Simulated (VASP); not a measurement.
# HgTe (rocksalt type) (Fm-3m) in VASP: a series of runs

The runs below take HgTe (rocksalt type) through single point, with PBE.

Program: VASP 6.6.1. These are calculated values, not measurements. Logs are shortened: lines on timing, memory, paths and dates and some standing lists are left out, and cuts for length are marked.

### 1 The cell of the first run

Symmetry: Fm-3m, No. 225, cubic system. The conventional cell has a = 5.240 Å, b = 5.240 Å, c = 5.240 Å, α = 90.00°, β = 90.00°, γ = 90.00°. Hg (site symmetry m-3m) has 6 Te at 2.62 Å within 3.5 Å. Within 3.5 Å of Te (site symmetry m-3m) lie 6 Hg at 2.62 Å.

### 2 Single point, PBE (17.99 Å³/atom)

Input file INCAR:

```
SYSTEM = HgTe
ALGO = Normal
EDIFF = 1E-7
ENCUT = 520
GGA = PE
ISIF = 2
ISMEAR = -1
LASPH = .TRUE.
LCHARG = .FALSE.
LREAL = .FALSE.
LWAVE = .FALSE.
NBANDS = 16
NELM = 100
PREC = Accurate
SIGMA = 0.05
```

Input file KPOINTS:

```
k-points
0
G
  13 13 13
  0 0 0
```

Input file POSCAR:

```
HgTe
1.0
    0.0000000000      2.6201276545      2.6201276545
    2.6201276545      0.0000000000      2.6201276545
    2.6201276545      2.6201276545      0.0000000000
Hg Te
1 1
Direct
    0.0000000000      0.0000000000      0.0000000000
    0.5000000000      0.5000000000      0.5000000000
```

Potentials or basis: VASP PAW PBE potentials, release 64 (Hg, Te).

Run with:

```console
> cat potpaw_PBE.64/Hg/POTCAR potpaw_PBE.64/Te/POTCAR > POTCAR
> mpirun -np 1 vasp_std > vasp.out
```

OUTCAR:

```text
SYSTEM = HgTe
   EDIFF = 1E-7
   ENCUT = 520
   GGA = PE
   ISIF = 2
   ISMEAR = -1
   LASPH = .TRUE.
   LREAL = .FALSE.
   NELM = 100
   PREC = Accurate

 ion  position               nearest neighbor table
   1  0.000  0.000  0.000-   2 2.62   2 2.62   2 2.62   2 2.62   2 2.62   2 2.62
   2  0.500  0.500  0.500-   1 2.62   1 2.62   1 2.62   1 2.62   1 2.62   1 2.62

  LATTYP: Found a face centered cubic cell.
 ALAT       =     5.2402553090

  Lattice vectors:

 A1 = (   0.0000000000,   2.6201276545,   2.6201276545)
 A2 = (   2.6201276545,   0.0000000000,   2.6201276545)
 A3 = (   2.6201276545,   2.6201276545,   0.0000000000)

Analysis of symmetry for initial positions (statically):
=====================================================================
 Subroutine PRICEL returns:
 Original cell was already a primitive cell.

 Routine SETGRP: Setting up the symmetry group for a
 face centered cubic supercell.

 Subroutine GETGRP returns: Found 48 space group operations
 (whereof 48 operations were pure point group operations)
 out of a pool of 48 trial point group operations.

The static configuration has the point symmetry O_h .

Analysis of symmetry for dynamics (positions and initial velocities):
=====================================================================
 Subroutine PRICEL returns:
 Original cell was already a primitive cell.

 Routine SETGRP: Setting up the symmetry group for a
 face centered cubic supercell.

 Subroutine GETGRP returns: Found 48 space group operations
 (whereof 48 operations were pure point group operations)
 out of a pool of 48 trial point group operations.

The dynamic configuration has the point symmetry O_h .

 Subroutine INISYM returns: Found 48 space group operations
 (whereof 48 operations are pure point group operations),
 and found     1 'primitive' translations

----------------------------------------------------------------------------------------

                                     Primitive cell

  volume of cell :      35.9747

  direct lattice vectors                    reciprocal lattice vectors
     0.000000000  2.620127655  2.620127655    -0.190830397  0.190830397  0.190830397
     2.620127655  0.000000000  2.620127655     0.190830397 -0.190830397  0.190830397
     2.620127655  2.620127655  0.000000000     0.190830397  0.190830397 -0.190830397

  length of vectors
     3.705420064  3.705420064  3.705420064     0.330527943  0.330527943  0.330527943

  position of ions in fractional coordinates (direct lattice)
     0.000000000  0.000000000  0.000000000
     0.500000000  0.500000000  0.500000000

  ion indices of the primitive-cell ions
   primitive index   ion index
                 1           1
                 2           2

----------------------------------------------------------------------------------------

 KPOINTS: k-points

Automatic generation of k-mesh.
 Grid dimensions read from file:
 generate k-points for:   13   13   13

 Generating k-lattice:

  Cartesian coordinates                     Fractional coordinates (reciprocal lattice)
    -0.014679261  0.014679261  0.014679261     0.076923077  0.000000000  0.000000000
     0.014679261 -0.014679261  0.014679261     0.000000000  0.076923077  0.000000000
     0.014679261  0.014679261 -0.014679261     0.000000000  0.000000000  0.076923077

  Length of vectors
     0.025425226  0.025425226  0.025425226

  Shift w.r.t. Gamma in fractional coordinates (k-lattice)
     0.000000000  0.000000000  0.000000000

 Subroutine IBZKPT returns following result:
 ===========================================

 Found     84 irreducible k-points:

 Following reciprocal coordinates:
            Coordinates               Weight
  0.000000  0.000000  0.000000      1.000000
  0.076923  0.000000  0.000000      8.000000
  0.153846  0.000000  0.000000      8.000000
  0.230769  0.000000  0.000000      8.000000
  0.307692  0.000000  0.000000      8.000000
  0.384615  0.000000  0.000000      8.000000
[... 16 lines left out ...]
  0.384615  0.153846  0.000000     24.000000
  0.461538  0.153846  0.000000     24.000000
 [... further k-points ...]
   k-points           NKPTS =     84   k-points in BZ     NKDIM =     84   number of bands    NBANDS=     16
   number of dos      NEDOS =    301   number of ions     NIONS =      2
   total plane-waves  NPLWV =  21952
   dimension x,y,z NGX =    28 NGY =   28 NGZ =   28
   dimension x,y,z NGXF=    56 NGYF=   56 NGZF=   56
   ions per type =               1   1
   NGX,Y,Z   is equivalent  to a cutoff of  12.56, 12.56, 12.56 a.u.
   NGXF,Y,Z  is equivalent  to a cutoff of  25.12, 25.12, 25.12 a.u.
 SYSTEM =  HgTe
   PREC   = accura    normal or accurate (medium, high low for compatibility)
   ISTART =      0    job   : 0-new  1-cont  2-samecut
   ICHARG =      2    charge: 1-file 2-atom 10-const
   ISPIN  =      1    spin polarized calculation?
   LNONCOLLINEAR =      F non collinear calculations
   LSORBIT =      F    spin-orbit coupling
   LASPH  =      T    aspherical Exc in radial PAW
   ENCUT  =  520.0 eV  38.22 Ry    6.18 a.u.   6.89  6.89  6.89*2*pi/ulx,y,z
   NELM   =    100;   NELMIN=  2; NELMDL= -5     # of ELM steps
   EDIFF  = 0.1E-06   stopping-criterion for ELM
   LREAL  =      F    real-space projection
   EDIFFG = 0.1E-05   stopping-criterion for IOM
   NSW    =      0    number of steps for IOM
   IBRION =     -1    ionic relax: 0-MD 1-quasi-New 2-CG
   NFREE  =      0    steps in history (QN), initial steepest desc. (CG)
   ISIF   =      2    stress and relaxation
   ISYM   =      2    0-nonsym 1-usesym 2-fastsym
   POTIM  = 0.5000    time-step for ionic-motion
   TEBEG  =    0.0;   TEEND  =   0.0 temperature during run
   PSTRESS=    0.0 pullay stress
   NELECT =      18.0000    total number of electrons
   NUPDOWN=      -1.0000    fix difference up-down
   EMIN   =  10.00;   EMAX   =-10.00  energy-range for DOS
   EFERMI =   0.00;   METHOD = LEGACY
   ISMEAR =    -1;   SIGMA  =   0.05  broadening in eV -4-tet -1-fermi 0-gaus
   EFERMI_NEDOS =   21; number of points for ismear=-14 and -15
   IALGO  =     38    algorithm
   IMIX   =      4    mixing-type and parameters
     AMIX     =   0.40;   BMIX     =  1.00
     AMIX_MAG =   1.60;   BMIX_MAG =  1.00
  volume/ion in A,a.u.               =      17.99       121.38
  Fermi-wavevector in a.u.,A,eV,Ry     =   1.299670  2.456021 22.982187  1.689143
  Thomas-Fermi vector in A             =   2.430919
   LORBIT       =      0    0 simple, 1 ext, 2 COOP (PROOUT), +10 PAW based schemes
   GGA     = PE    functional components
   LHFCALC =     F    Hartree Fock is set to
   AEXX    =    0.0000 exact exchange contribution
   IVDW    =     0    specifies the selected vdW correction
   LEPSILON=     F    determine dielectric tensor
   LRPA    =     F    only Hartree local field effects (RPA)
 non-spin polarized calculation
  energy-cutoff  :      520.00
  volume of cell :       35.97
 maximum number of plane-waves:       982
   NGX = 13   NGY = 13   NGZ = 13

 number of electron      17.9999999 magnetization

 Free energy of the ion-electron system (eV)
  ---------------------------------------------------
  ext. energy  EPLUGINS =         0.00000000
  ---------------------------------------------------
  free energy    TOTEN  =         0.01216750 eV

  energy without entropy =        0.01909474  energy(sigma->0) =        0.01563112

 E-fermi :  11.0219     XC(G=0): -12.2023

 val. band max:       10.9731277812   @ k =  -0.4615   0.3077   0.0000
 cond. band min:      11.0226699428   @ k =  -0.3846   0.1538   0.0000
 fundamental gap:      0.0495421616
 Fermi energy:        11.0219172606

 k-point     1 :       0.0000    0.0000    0.0000
  band No.  band energies     occupation
      1      -5.5961      2.00000
      2       1.6656      2.00000
      3       1.6656      2.00000
      4       1.6794      2.00000
      5       1.6794      2.00000
      6       1.6794      2.00000
[... 8 lines left out ...]
     15      19.6397      0.00000
     16      19.6397      0.00000

 k-point     2 :       0.0769    0.0000    0.0000
  band No.  band energies     occupation
      1      -5.4954      2.00000
      2       1.6003      2.00000
      3       1.6003      2.00000
      4       1.6483      2.00000
      5       1.7056      2.00000
      6       1.7056      2.00000
[... 8 lines left out ...]
     15      19.6158      0.00000
     16      19.6158      0.00000

 k-point     3 :       0.1538    0.0000    0.0000
  band No.  band energies     occupation
      1      -5.1963      2.00000
      2       1.4236      2.00000
      3       1.4236      2.00000
      4       1.5484      2.00000
      5       1.7839      2.00000
      6       1.7839      2.00000
[... 8 lines left out ...]
     15      19.8449      0.00000
     16      19.8449      0.00000

 k-point     4 :       0.2308    0.0000    0.0000
  band No.  band energies     occupation
      1      -4.7093      2.00000
      2       1.1927      2.00000
      3       1.1927      2.00000
      4       1.3518      2.00000
      5       1.8977      2.00000
      6       1.8977      2.00000
[... 8 lines left out ...]
     15      20.3257      0.00000
     16      20.3257      0.00000
[... 324 lines left out ...]
 k-point    22 :       0.3077    0.1538    0.0000
  band No.  band energies     occupation
      1      -4.2635      2.00000
      2       0.6873      2.00000
      3       1.3753      2.00000
      4       1.4023      2.00000
      5       1.9217      2.00000
      6       2.0506      2.00000
[... 8 lines left out ...]
     15      21.6469      0.00000
     16      22.4803      0.00000

 k-point    23 :       0.3846    0.1538    0.0000
  band No.  band energies     occupation
      1      -3.6634      2.00000
      2       0.4928      2.00000
      3       1.1764      2.00000
      4       1.2116      2.00000
      5       2.0522      2.00000
      6       2.1704      2.00000
[... 8 lines left out ...]
     15      22.9052      0.00000
     16      23.0473      0.00000

 k-point    24 :       0.4615    0.1538    0.0000
  band No.  band energies     occupation
      1      -3.0547      2.00000
      2       0.2628      2.00000
      3       0.9755      2.00000
      4       1.0483      2.00000
      5       2.1846      2.00000
      6       2.2338      2.00000
[... 8 lines left out ...]
     15      23.3599      0.00000
     16      24.3475      0.00000

 [... further k-points ...]

------------------------ aborting loop because EDIFF is reached ----------------------------------------

  FORCE on cell =-STRESS in cart. coord.  units (eV):
  Direction    XX          YY          ZZ          XY          YZ          ZX
  --------------------------------------------------------------------------------------
  -------------------------------------------------------------------------------------
  Total       17.8963538     17.8963538     17.8963538     -0.0000000      0.0000000     -0.0000000
  in kB      797.0357311    797.0357311    797.0357311     -0.0000000      0.0000000     -0.0000000
  external PRESSURE =     797.0357311 kB  Pullay stress =       0.0000000 kB

 VOLUME and BASIS-vectors are now :
 -----------------------------------------------------------------------------
  energy-cutoff  :      520.00
  volume of cell :       35.97
      direct lattice vectors                 reciprocal lattice vectors
     0.000000000  2.620127655  2.620127655    -0.190830397  0.190830397  0.190830397
     2.620127655  0.000000000  2.620127655     0.190830397 -0.190830397  0.190830397
     2.620127655  2.620127655  0.000000000     0.190830397  0.190830397 -0.190830397

 POSITION                                       TOTAL-FORCE (eV/Angst)
 -----------------------------------------------------------------------------------
      0.00000      0.00000      0.00000         0.000000     -0.000000      0.000000
      2.62013      2.62013      2.62013        -0.000000      0.000000     -0.000000
 -----------------------------------------------------------------------------------
    total drift:                               -0.000000      0.000000      0.000000

  FREE ENERGIE OF THE ION-ELECTRON SYSTEM (eV)
  ---------------------------------------------------
  free  energy   TOTEN  =         0.0121674991 eV

  energy  without entropy=        0.0190947412  energy(sigma->0) =        0.01563112
```

Wall time 70 s (1 thread of Intel Xeon 8259CL, shared host); peak memory 0.19 GiB.

Results:

* Free energy: 0.0122 eV
* Pressure: 79.7 GPa
* Band gap on the k mesh: zero (bands 9 and 10 overlap by 4.00 eV)

Caveat: the cell stands under pressure; spin-orbit coupling is left out, which moves the levels of the heavy elements.

### 3 Single point, PBE

Input file INCAR:

```
ALGO = Normal
EDIFF = 1E-6
ENCUT = 520
GGA = PE
ISIF = 2
ISMEAR = -1
LASPH = T
LCHARG = T
LELF = T
LREAL = F
LVHAR = T
LWAVE = F
NBANDS = 16
NELM = 60
PREC = Accurate
SIGMA = 0.05
```

Input file KPOINTS:

```
k-points
0
Gamma
  13 13 13
```

Input file POSCAR:

```
HgTe
1.0
    0.0000000000      2.6207130867      2.6207130867
    2.6207130867      0.0000000000      2.6207130867
    2.6207130867      2.6207130867      0.0000000000
Hg Te
1 1
Direct
    0.0000000000      0.0000000000      0.0000000000
    0.5000000000      0.5000000000      0.5000000000
```

Potentials or basis: VASP PAW PBE potentials, release 64 (Hg, Te).

Run with:

```console
> cat potpaw_PBE.64/Hg/POTCAR potpaw_PBE.64/Te/POTCAR > POTCAR
> mpirun -np 1 vasp_std > vasp.out
```

OUTCAR:

```text
EDIFF = 1E-6
   ENCUT = 520
   GGA = PE
   ISIF = 2
   ISMEAR = -1
   LASPH = T
   LREAL = F
   NELM = 60
   PREC = Accurate

 ion  position               nearest neighbor table
   1  0.000  0.000  0.000-   2 2.62   2 2.62   2 2.62   2 2.62   2 2.62   2 2.62
   2  0.500  0.500  0.500-   1 2.62   1 2.62   1 2.62   1 2.62   1 2.62   1 2.62

  LATTYP: Found a face centered cubic cell.
 ALAT       =     5.2414261734

  Lattice vectors:

 A1 = (   0.0000000000,   2.6207130867,   2.6207130867)
 A2 = (   2.6207130867,   0.0000000000,   2.6207130867)
 A3 = (   2.6207130867,   2.6207130867,   0.0000000000)

Analysis of symmetry for initial positions (statically):
=====================================================================
 Subroutine PRICEL returns:
 Original cell was already a primitive cell.

 Routine SETGRP: Setting up the symmetry group for a
 face centered cubic supercell.

 Subroutine GETGRP returns: Found 48 space group operations
 (whereof 48 operations were pure point group operations)
 out of a pool of 48 trial point group operations.
[... 158 lines left out ...]
  free energy    TOTEN  =         0.00018533 eV

  energy without entropy =        0.00711422  energy(sigma->0) =        0.00364977

 E-fermi :  11.0095     XC(G=0): -12.1990

 val. band max:       10.9603267545   @ k =  -0.4615   0.3077   0.0000
 cond. band min:      11.0105116694   @ k =  -0.3846   0.1538   0.0000
 fundamental gap:      0.0501849149
 Fermi energy:        11.0094552305

 k-point     1 :       0.0000    0.0000    0.0000
  band No.  band energies     occupation
      1      -5.5997      2.00000
      2       1.6589      2.00000
      3       1.6589      2.00000
      4       1.6731      2.00000
      5       1.6731      2.00000
      6       1.6731      2.00000
[... 433 lines left out ...]
      3       0.9698      2.00000
      4       1.0426      2.00000
      5       2.1775      2.00000
      6       2.2267      2.00000
[... 8 lines left out ...]
     15      23.3458      0.00000
     16      24.3308      0.00000

 [... further k-points ...]

------------------------ aborting loop because EDIFF is reached ----------------------------------------

  FORCE on cell =-STRESS in cart. coord.  units (eV):
  Direction    XX          YY          ZZ          XY          YZ          ZX
  --------------------------------------------------------------------------------------
  -------------------------------------------------------------------------------------
  Total       17.8445967     17.8445967     17.8445967      0.0000000      0.0000000      0.0000000
  in kB      794.1981887    794.1981887    794.1981887      0.0000000      0.0000000      0.0000000
  external PRESSURE =     794.1981887 kB  Pullay stress =       0.0000000 kB

 VOLUME and BASIS-vectors are now :
 -----------------------------------------------------------------------------
  energy-cutoff  :      520.00
  volume of cell :       36.00
      direct lattice vectors                 reciprocal lattice vectors
     0.000000000  2.620713087  2.620713087    -0.190787768  0.190787768  0.190787768
     2.620713087  0.000000000  2.620713087     0.190787768 -0.190787768  0.190787768
     2.620713087  2.620713087  0.000000000     0.190787768  0.190787768 -0.190787768

 POSITION                                       TOTAL-FORCE (eV/Angst)
 -----------------------------------------------------------------------------------
      0.00000      0.00000      0.00000        -0.000000     -0.000000      0.000000
      2.62071      2.62071      2.62071         0.000000      0.000000     -0.000000
 -----------------------------------------------------------------------------------
    total drift:                               -0.000000      0.000000      0.000000

  FREE ENERGIE OF THE ION-ELECTRON SYSTEM (eV)
  ---------------------------------------------------
  free  energy   TOTEN  =         0.0001853281 eV

  energy  without entropy=        0.0071142192  energy(sigma->0) =        0.00364977
```

OSZICAR:

```text
N       E                     dE             d eps       ncg     rms          rms(c)
DAV:   1     0.116251725728E+03    0.11625E+03   -0.89617E+03  2744   0.106E+03
DAV:   2     0.262420409861E+01   -0.11363E+03   -0.10710E+03  3200   0.256E+02
DAV:   3    -0.329772346843E+00   -0.29540E+01   -0.29461E+01  3416   0.419E+01
DAV:   4    -0.345141469612E+00   -0.15369E-01   -0.15368E-01  3264   0.317E+00
DAV:   5    -0.345325293231E+00   -0.18382E-03   -0.18382E-03  3560   0.338E-01    0.228E+01
DAV:   6    -0.352761134168E-01    0.31005E+00   -0.48417E-01  3280   0.108E+01    0.152E+01
DAV:   7    -0.415627351549E-02    0.31120E-01   -0.16537E-01  3264   0.334E+00    0.225E+00
DAV:   8    -0.178435407179E-04    0.41384E-02   -0.25136E-02  2984   0.212E+00    0.119E+00
DAV:   9     0.186351821640E-03    0.20420E-03   -0.21562E-03  3344   0.369E-01    0.614E-02
DAV:  10     0.185485639577E-03   -0.86618E-06   -0.57543E-05  3304   0.877E-02    0.339E-02
DAV:  11     0.185328058478E-03   -0.15758E-06   -0.51657E-06  3160   0.177E-02
   1 F= 0.18532806E-03 E0= 0.36497736E-02  d E =-.692889E-02
```

stdout:

```text
POSCAR found type information on POSCAR HgTe
 POSCAR found :  2 types and       2 ions
 scaLAPACK will be used
 LDA part: xc-table for (Slater+PW92), standard interpolation
 POSCAR, INCAR and KPOINTS ok, starting setup
 FFT: planning ... GRIDC
 FFT: planning ... GRID_SOFT
 FFT: planning ... GRID
 WAVECAR not read
 entering main loop
```

It took 68 s on 1 thread of Intel Xeon 8259CL, shared host; peak memory 0.19 GiB.

What came out:

```
Free energy            : 0.0002 eV
Pressure               : 79.4 GPa
Band gap on the k mesh : zero (bands 9 and 10 overlap by 4.00 eV)
```

Levels at points of the mesh, in eV from the Fermi level:
```csv
k point,band 7,band 8,band 9,band 10,band 11,band 12
"(0.00, 0.00, 0.00)",-1.61,-1.61,-1.61,2.05,6.18,7.97
```

Caveat: the cell stands under pressure; spin-orbit coupling is left out, which moves the levels of the heavy elements.

### 4 Single point, PBE

Input file INCAR:

```
SYSTEM = HgTe
PREC = Accurate
ENCUT = 520
EDIFF = 1E-6
ISMEAR = -1
SIGMA = 0.05
LREAL = .FALSE.
LASPH = .TRUE.
NELM = 80
ALGO = Normal
ISIF = 2
LWAVE = .FALSE.
LCHARG = .FALSE.
GGA = PE
NBANDS = 16
```

Input file KPOINTS:

```
regular mesh
0
G
  13 13 13
  0 0 0
```

POSCAR is that of step 3.

Run with:

```console
> cat potpaw_PBE.64/Hg/POTCAR potpaw_PBE.64/Te/POTCAR > POTCAR
> mpirun -np 1 vasp_std > vasp.out
```

It took 64 s on 1 thread of Intel Xeon 8259CL, shared host; peak memory 0.19 GiB.

It converged, with:

- Free energy: 0.0002 eV
- Pressure: 79.4 GPa
- Band gap on the k mesh: zero (bands 9 and 10 overlap by 4.00 eV)

Levels at points of the mesh, in eV from the Fermi level:
```csv
k point,band 7,band 8,band 9,band 10,band 11,band 12
"(0.00, 0.00, 0.00)",-1.61,-1.61,-1.61,2.05,6.18,7.97
```

Caveat: the cell stands under pressure; spin-orbit coupling is left out, which moves the levels of the heavy elements.

(Part 1 of 2 ends here.)
